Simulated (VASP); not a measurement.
# ZrB: single point with PBE

The system is ZrB.

```
Zr B
1.0
    -0.03488    2.32500    2.32500
     2.29013    0.00000    2.29013
     2.32500    2.32500   -0.03488
Zr B
1 1
Cartesian
  0.0000 0.0000 0.0000
  2.2901 2.3250 2.2901
```

This cell differs from its parent crystal: strain -0.0300 x Voigt [0, 0, 0, 0, 1, 0].

```yaml
Program: VASP 6.6.1
Task: single point
Functional: PBE
Potentials_or_basis: VASP PAW PBE potentials, release 64 (Zr_sv, B)
Cutoff: 520 eV
k_mesh: 18 × 18 × 18
Occupations: gaussian, width 0.15 eV
Spin: no spin polarisation
Dipole_correction: no
Further_INCAR_settings: ALGO = Normal; EDIFF = 1e-06; NBANDS = 14
```

```yaml
Pressure: 35.0 GPa
Band_gap_on_the_k_mesh: zero (an odd number of electrons rules out a gap without spin polarisation)
```

Stress tensor (GPa, compression positive):
```
35.02  0.00  1.78
 0.00 35.05  0.00
 1.78  0.00 35.02
```

Levels at points of the mesh, in eV from the Fermi level:
```csv
k point,band 4,band 5,band 6,band 7,band 8,band 9,band 10,band 11,band 12,band 13
"(0.00, 0.00, 0.00)",-24.49,-8.34,1.71,1.90,2.14,3.70,3.71,3.71,3.81,3.94
"(0.50, 0.00, 0.00)",-24.59,-4.19,-3.69,-1.44,-1.19,5.53,5.85,7.32,8.34,13.22
"(0.00, 0.50, 0.00)",-24.62,-4.21,-3.53,-1.62,-1.39,5.70,5.93,7.50,8.18,13.41
"(0.50, 0.50, 0.00)",-24.85,-6.50,-1.13,-0.31,2.54,2.55,5.46,6.93,6.93,10.68
"(0.50, 0.00, 0.50)",-24.81,-6.50,-1.13,-0.30,2.38,2.72,5.48,6.93,6.94,10.67
```

It took 91 s on 1 thread of Intel(R) Xeon(R) Platinum 8559C (Emerald Rapids), on a shared host, peak memory 0.4 GiB.

Caveat: the cell differs from its parent crystal (strain -0.0300 x Voigt [0, 0, 0, 0, 1, 0]); the cell stands under pressure.
